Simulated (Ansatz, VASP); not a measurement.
## Two plane-wave programs on HfH6

```
CELL_PARAMETERS angstrom
4.48501 0.00000 0.00000
0.00000 4.48501 0.00000
0.00000 0.00000 2.81157
ATOMIC_POSITIONS crystal
Hf 0.00000 0.00000 0.00000
H 0.15238 0.69095 0.50000
H 0.84762 0.30905 0.50000
H 0.30905 0.15238 0.50000
H 0.69095 0.84762 0.50000
H 0.00000 0.50000 0.50000
H 0.50000 0.00000 0.50000
```

Alike in both runs: task relaxation of cell and atoms; functional PBE; k mesh 4 × 4 × 6; occupations gaussian, width 0.1 eV; no spin polarisation.

|  | VASP | Ansatz |
| --- | --- | --- |
| version | VASP 6.6.1 | Ansatz 0.2.0 |
| potentials or method | VASP PAW PBE potentials, release 64 (Hf_pv, H), cutoff 600 eV | scalar-relativistic, plane waves, PAW |
| valence electrons in the cell | 16 | 32 |

|  | VASP | Ansatz | Ansatz less VASP |
| --- | --- | --- | --- |
| gap on the k mesh at the Fermi level, each at its own relaxed structure (eV) | none | none | - |
| relaxed volume (Å³/atom) | 8.07 | 9.03 | +0.955 |
| relaxed cell length with the largest relative difference (Å) | 4.486 | 4.786 | +0.2999 |

A gap of «none» marks a metal or a gap that the smearing closes. One of these differences is far larger than is usual between the two programs; its cause wasn't traced. VASP's potentials hold 16 valence electrons a cell and Ansatz's 32, so a difference there can come from the potentials and not from the codes.

The k mesh is coarse, so the values compare programs but aren't converged. Neither program's run includes spin-orbit coupling.
